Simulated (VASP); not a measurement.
Wanted: the native input for a VASP 6.6.1 run.

| Item | Value |
| --- | --- |
| Task | single point |
| Functional | r2SCAN |
| Potentials or basis | VASP PAW PBE potentials, release 64 (Zn, Be, Se, Te) |
| Cutoff | 580 eV |
| k mesh | 4 × 4 × 1 |
| Occupations | fermi-dirac, width 0.05 eV |
| Spin | no spin polarisation |
| Dipole correction | no |
| Further INCAR settings | ALGO = Normal; EDIFF = 1e-06; NBANDS = 56 |

The system is BeZn2TeSe2 (an interface model).

```
Zn Be Se Te
1.0
     2.80236    2.80236    0.00000
    -2.80236    2.80236    0.00000
     0.00000    0.00000   16.93898
Zn Be Se Te
4 2 4 2
Direct
  0.00000 0.00000 0.00434
  0.00000 0.00000 0.33905
  0.50000 0.50000 0.17178
  0.50000 0.50000 0.50628
  0.00000 0.00000 0.65940
  0.50000 0.50000 0.82512
  0.50000 0.00000 0.08795
  0.50000 0.00000 0.42268
  0.00000 0.50000 0.25538
  0.00000 0.50000 0.59083
  0.50000 0.00000 0.74235
  0.00000 0.50000 0.90669
```

These files were run (other wordings do the same):

POSCAR

```
BeZn2TeSe2
1.0
    2.8023610000      2.8023610000      0.0000000000
   -2.8023610000      2.8023610000      0.0000000000
    0.0000000000      0.0000000000     16.9389790000
Zn Be Se Te
4 2 4 2
Direct
    0.0000000000      0.0000000000      0.0043440000
    0.0000000000      0.0000000000      0.3390510000
    0.5000000000      0.5000000000      0.1717830000
    0.5000000000      0.5000000000      0.5062850000
    0.0000000000      0.0000000000      0.6593980000
    0.5000000000      0.5000000000      0.8251230000
    0.5000000000      0.0000000000      0.0879530000
    0.5000000000      0.0000000000      0.4226800000
    0.0000000000      0.5000000000      0.2553770000
    0.0000000000      0.5000000000      0.5908260000
    0.5000000000      0.0000000000      0.7423480000
    0.0000000000      0.5000000000      0.9066900000
```

INCAR.step1

```
PREC = Accurate
ENCUT = 580
ISMEAR = -1
SIGMA = 0.05
LREAL = F
LASPH = T
NELM = 120
NBANDS = 56
GGA = PE
ALGO = Normal
EDIFF = 1E-5
LWAVE = T
LCHARG = F
GGA_COMPAT = F
```

INCAR.step2

```
PREC = Accurate
ENCUT = 580
EDIFF = 1E-6
ISMEAR = -1
SIGMA = 0.05
LREAL = F
LASPH = T
NELM = 120
ALGO = Normal
ISIF = 2
LWAVE = F
LCHARG = F
METAGGA = R2SCAN
LMIXTAU = T
NBANDS = 56
ISTART = 1
GGA_COMPAT = F
```

KPOINTS

```
Automatic mesh
0
Gamma
  4 4 1
```

Potentials or basis: VASP PAW PBE potentials, release 64 (Zn, Be, Se, Te).

The run is started by

```sh
$ cat potpaw_PBE.64/Zn/POTCAR potpaw_PBE.64/Be/POTCAR potpaw_PBE.64/Se/POTCAR potpaw_PBE.64/Te/POTCAR > POTCAR
$ cp INCAR.step1 INCAR
$ mpirun -np 1 vasp_std > vasp.out
$ cp INCAR.step2 INCAR
$ mpirun -np 1 vasp_std > vasp.out
```

Results of the run:

```json
{
 "Pressure": "1.7 GPa",
 "Largest force": "0.034 eV/Å",
 "Band gap on the k mesh": "1.98 eV"
}
```

Caveat: the PAW data sets were made with another functional, which shifts forces and pressure a little; spin-orbit coupling is left out, which moves the levels of the heavy elements.

Run time: 19 min on 1 thread of Oxide Virtual Turin-like Processor, with other jobs on the host, peak memory 0.47 GiB.
